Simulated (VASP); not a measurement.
Runs of VASP 6.6.1 on YSc. The structure is that of space group P-6m2 (No. 187), or close to it. The cells are those of the table. 

```tsv
task	cell	k mesh	cutoff (eV)	gap on the mesh (eV)	pressure (GPa)	relaxed volume (Å³/atom)
relaxation of cell and atoms	relaxed from a = 3.520, b = 3.520, c = 5.404 Å, angles 90.0, 90.0, 120.0°, 2 atoms	15 × 15 × 8	600	none	0.0	(a)
single point	a = 3.399, b = 3.399, c = 5.232 Å, angles 90.0, 90.0, 120.0°, 2 atoms	15 × 15 × 8	520	none	-0.1	-
relaxation of cell and atoms	relaxed from a = 3.399, b = 3.399, c = 5.232 Å, angles 90.0, 90.0, 120.0°, 2 atoms	15 × 15 × 8	600	none	0.0	26.14
single point	a = 3.520, b = 3.520, c = 5.404 Å, angles 90.0, 90.0, 120.0°, 2 atoms	6 × 6 × 4	520	none	-4.4	-
```

Alike in all rows: level LDA; potentials or basis VASP PAW LDA potentials, release 64 (Y_sv, Sc_sv); no spin polarisation; smearing gaussian 0.1 eV.

Q: Estimate the missing entries.

A: (a) 26.15.

A k mesh can miss the band edges, and the runs leave out spin-orbit coupling on Y.

A gap of «none» marks levels without a gap at the run's occupations.
